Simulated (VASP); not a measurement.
# Al in VASP: further runs, part 2 of 2

VASP 6.6.1. The steps go on from the part before.

**4. Single point, PBE**

Contents of INCAR:

```
SYSTEM = Al
ALGO = Normal ; DIPOL = 0.5 0.5 0.500
EDIFF = 1E-6 ; ENCUT = 520
GGA = PE ; IDIPOL = 3
ISIF = 2 ; ISMEAR = 0
LASPH = .True. ; LCHARG = .False.
LDIPOL = .True. ; LREAL = .False.
LWAVE = .False. ; NBANDS = 16
NELM = 100 ; PREC = Accurate
SIGMA = 0.1
```

Contents of KPOINTS:

```
k-points
0
Gamma
  12 12 1
  0 0 0
```

Contents of POSCAR:

```
Al
1.0
    2.8571513840      0.0000000000      0.0000000000
   -1.4285756920      2.4743656810      0.0000000000
    0.0000000000      0.0000000000     24.3314173450
Al
5
Direct
    0.6666666667      0.3333333333      0.3065746446
    0.3333333333      0.6666666667      0.4038756438
    0.0000000000      0.0000000000      0.4999999980
    0.6666666667      0.3333333333      0.5961243579
    0.3333333333      0.6666666667      0.6934253558
```

Potentials or basis: VASP PAW PBE potentials, release 64 (Al).

On the command line:

```console
$ cat potpaw_PBE.64/Al/POTCAR > POTCAR
$ mpirun -np 1 vasp_std > vasp.out
```

OUTCAR:

```text
SYSTEM = Al
   EDIFF = 1E-6
   ENCUT = 520
   GGA = PE
   ISIF = 2
   ISMEAR = 0
   LASPH = .True.
   LREAL = .False.
   NELM = 100
   PREC = Accurate

 ion  position               nearest neighbor table
   1  0.667  0.333  0.307-   2 2.89   2 2.89   2 2.89
   2  0.333  0.667  0.404-   3 2.86   3 2.86   3 2.86   1 2.89   1 2.89   1 2.89
   3  0.000  0.000  0.500-   2 2.86   2 2.86   2 2.86   4 2.86   4 2.86   4 2.86
   4  0.667  0.333  0.596-   3 2.86   3 2.86   3 2.86   5 2.89   5 2.89   5 2.89
   5  0.333  0.667  0.693-   4 2.89   4 2.89   4 2.89

  LATTYP: Found a hexagonal cell.
 ALAT       =     2.8571513840
 C/A-ratio  =     8.5159706557

  Lattice vectors:

 A1 = (   2.8571513840,   0.0000000000,   0.0000000000)
 A2 = (  -1.4285756920,   2.4743656810,   0.0000000000)
 A3 = (   0.0000000000,   0.0000000000,  24.3314173450)

Analysis of symmetry for initial positions (statically):
=====================================================================
 Subroutine PRICEL returns:
 Original cell was already a primitive cell.

 Routine SETGRP: Setting up the symmetry group for a
 hexagonal supercell.

 Subroutine GETGRP returns: Found 12 space group operations
 (whereof 12 operations were pure point group operations)
 out of a pool of 24 trial point group operations.

The static configuration has the point symmetry D_3d.

Analysis of symmetry for dynamics (positions and initial velocities):
=====================================================================
 Subroutine PRICEL returns:
 Original cell was already a primitive cell.

 Routine SETGRP: Setting up the symmetry group for a
 hexagonal supercell.

 Subroutine GETGRP returns: Found 12 space group operations
 (whereof 12 operations were pure point group operations)
 out of a pool of 24 trial point group operations.

The dynamic configuration has the point symmetry D_3d.

 Subroutine INISYM returns: Found 12 space group operations
 (whereof 12 operations are pure point group operations),
 and found     1 'primitive' translations

----------------------------------------------------------------------------------------

                                     Primitive cell

  volume of cell :     172.0143

  direct lattice vectors                    reciprocal lattice vectors
     2.857151384  0.000000000  0.000000000     0.349998955  0.202071991  0.000000000
    -1.428575692  2.474365681  0.000000000     0.000000000  0.404143982  0.000000000
     0.000000000  0.000000000 24.331417345     0.000000000  0.000000000  0.041099127

  length of vectors
     2.857151384  2.857151384 24.331417345     0.404143982  0.404143982  0.041099127

  position of ions in fractional coordinates (direct lattice)
     0.666666667  0.333333333  0.306574645
     0.333333333  0.666666667  0.403875644
     0.000000000  0.000000000  0.499999998
     0.666666667  0.333333333  0.596124358
     0.333333333  0.666666667  0.693425356

  ion indices of the primitive-cell ions
   primitive index   ion index
                 1           1
                 2           2
                 3           3
[... 36 lines left out ...]
  0.416667  0.000000  0.000000      6.000000
[... 11 lines left out ...]
  0.333333  0.250000  0.000000     12.000000
  0.333333  0.333333  0.000000      2.000000
   k-points           NKPTS =     19   k-points in BZ     NKDIM =     19   number of bands    NBANDS=     16
   number of dos      NEDOS =    301   number of ions     NIONS =      5
   total plane-waves  NPLWV = 110592
   dimension x,y,z NGX =    24 NGY =   24 NGZ =  192
   dimension x,y,z NGXF=    48 NGYF=   48 NGZF=  384
   ions per type =               5
   NGX,Y,Z   is equivalent  to a cutoff of  13.96, 13.96, 13.12 a.u.
   NGXF,Y,Z  is equivalent  to a cutoff of  27.93, 27.93, 26.24 a.u.
 SYSTEM =  Al
   PREC   = accura    normal or accurate (medium, high low for compatibility)
   ISTART =      0    job   : 0-new  1-cont  2-samecut
   ICHARG =      2    charge: 1-file 2-atom 10-const
   ISPIN  =      1    spin polarized calculation?
   LNONCOLLINEAR =      F non collinear calculations
   LSORBIT =      F    spin-orbit coupling
   LASPH  =      T    aspherical Exc in radial PAW
   ENCUT  =  520.0 eV  38.22 Ry    6.18 a.u.   5.31  5.31 45.24*2*pi/ulx,y,z
   NELM   =    100;   NELMIN=  2; NELMDL= -5     # of ELM steps
   EDIFF  = 0.1E-05   stopping-criterion for ELM
   LREAL  =      F    real-space projection
   EDIFFG = 0.1E-04   stopping-criterion for IOM
   NSW    =      0    number of steps for IOM
   IBRION =     -1    ionic relax: 0-MD 1-quasi-New 2-CG
   NFREE  =      0    steps in history (QN), initial steepest desc. (CG)
   ISIF   =      2    stress and relaxation
   ISYM   =      2    0-nonsym 1-usesym 2-fastsym
   POTIM  = 0.5000    time-step for ionic-motion
   TEBEG  =    0.0;   TEEND  =   0.0 temperature during run
   PSTRESS=    0.0 pullay stress
   NELECT =      15.0000    total number of electrons
   NUPDOWN=      -1.0000    fix difference up-down
   EMIN   =  10.00;   EMAX   =-10.00  energy-range for DOS
   EFERMI =   0.00;   METHOD = LEGACY
   ISMEAR =     0;   SIGMA  =   0.10  broadening in eV -4-tet -1-fermi 0-gaus
   EFERMI_NEDOS =   21; number of points for ismear=-14 and -15
   IALGO  =     38    algorithm
   IMIX   =      4    mixing-type and parameters
     AMIX     =   0.40;   BMIX     =  1.00
     AMIX_MAG =   1.60;   BMIX_MAG =  1.00
  volume/ion in A,a.u.               =      34.40       232.16
  Fermi-wavevector in a.u.,A,eV,Ry     =   0.725967  1.371879  7.170659  0.527029
  Thomas-Fermi vector in A             =   1.816822
   LORBIT       =      0    0 simple, 1 ext, 2 COOP (PROOUT), +10 PAW based schemes
   GGA     = PE    functional components
   LHFCALC =     F    Hartree Fock is set to
   AEXX    =    0.0000 exact exchange contribution
   IVDW    =     0    specifies the selected vdW correction
   LEPSILON=     F    determine dielectric tensor
   LRPA    =     F    only Hartree local field effects (RPA)
 non-spin polarized calculation
 Gauss-broadening in eV      SIGMA  =   0.10
  energy-cutoff  :      520.00
  volume of cell :      172.01
 maximum number of plane-waves:      4687
 NGX is ok and might be reduce to    24
   NGX = 11   NGY = 11   NGZ = 91

 dipolmoment           0.000000      0.000000      0.000000 electrons x Angstroem

 number of electron      15.0000000 magnetization

 dipolmoment           0.000000      0.000000     -0.000000 electrons x Angstroem

 Free energy of the ion-electron system (eV)
  ---------------------------------------------------
  ext. energy  EPLUGINS =         0.00000000
  ---------------------------------------------------
  free energy    TOTEN  =       -18.02276026 eV

  energy without entropy =      -18.01227883  energy(sigma->0) =      -18.01751955

 E-fermi :   1.7569     XC(G=0):  -5.6808

 val. band max:        1.7494110040   @ k =   0.2500   0.1667   0.0000
 cond. band min:       1.8055942851   @ k =   0.3333   0.2500   0.0000
 fundamental gap:      0.0561832812
 Fermi energy:         1.7569131264

 k-point     1 :       0.0000    0.0000    0.0000
  band No.  band energies     occupation
      1      -9.1057      2.00000
      2      -8.4011      2.00000
      3      -7.3135      2.00000
      4      -5.8323      2.00000
      5      -3.9349      2.00000
      6      -1.8710      2.00000
[... 338 lines left out ...]
      3      -1.2543      2.00000
      4      -0.6960      2.00000
      5      -0.6042      2.00000
      6      -0.6042      2.00000
[... 8 lines left out ...]
     15       4.0014      0.00000
     16       5.6025      0.00000

------------------------ aborting loop because EDIFF is reached ----------------------------------------

 vacuum level on the upper side and lower side of the slab       (xc-potential included)        -0.154        -0.154

  FORCE on cell =-STRESS in cart. coord.  units (eV):
  Direction    XX          YY          ZZ          XY          YZ          ZX
  --------------------------------------------------------------------------------------
  -------------------------------------------------------------------------------------
  Total       -1.7159075     -1.7159075      0.0163267      0.0000000      0.0000000     -0.0000000
  in kB      -15.9823231    -15.9823231      0.1520704      0.0000000      0.0000000     -0.0000000
  external PRESSURE =     -10.6041920 kB  Pullay stress =       0.0000000 kB

 VOLUME and BASIS-vectors are now :
 -----------------------------------------------------------------------------
  energy-cutoff  :      520.00
  volume of cell :      172.01
      direct lattice vectors                 reciprocal lattice vectors
     2.857151384  0.000000000  0.000000000     0.349998955  0.202071991  0.000000000
    -1.428575692  2.474365681  0.000000000     0.000000000  0.404143982  0.000000000
     0.000000000  0.000000000 24.331417345     0.000000000  0.000000000  0.041099127

 POSITION                                       TOTAL-FORCE (eV/Angst)
 -----------------------------------------------------------------------------------
      1.42858      0.82479      7.45940        -0.000000      0.000000     -0.002157
     -0.00000      1.64958      9.82687        -0.000000     -0.000000      0.000451
      0.00000      0.00000     12.16571        -0.000000      0.000000      0.000000
      1.42858      0.82479     14.50455         0.000000      0.000000     -0.000451
     -0.00000      1.64958     16.87202         0.000000     -0.000000      0.002157
 -----------------------------------------------------------------------------------
    total drift:                               -0.000000      0.000000     -0.000000

  FREE ENERGIE OF THE ION-ELECTRON SYSTEM (eV)
  ---------------------------------------------------
  free  energy   TOTEN  =       -18.0227602559 eV

  energy  without entropy=      -18.0122788346  energy(sigma->0) =      -18.01751955

 vacuum level on the upper side and lower side of the slab         5.773         5.773
```

It took 38 s on 1 thread of Intel Xeon 6975P-C (Granite Rapids), shared host; peak memory 0.3 GiB.

What came out:

```yaml
Free_energy: -18.0228 eV
```

Forces on the atoms (eV/Å):
```
Al   0.000  0.000 -0.002
Al   0.000  0.000  0.000
Al   0.000  0.000  0.000
Al   0.000  0.000  0.000
Al   0.000  0.000  0.002
```

Levels at points of the mesh, in eV from the Fermi level:
```
           k point  band 4  band 5  band 6  band 7  band 8  band 9  band 10  band 11
(0.00, 0.00, 0.00)   -7.59   -5.69   -3.63   -1.23    1.12    2.98     4.03     4.28
(0.50, 0.00, 0.00)   -4.26   -3.39   -3.12   -1.90   -1.45    0.16     0.22     1.92
```
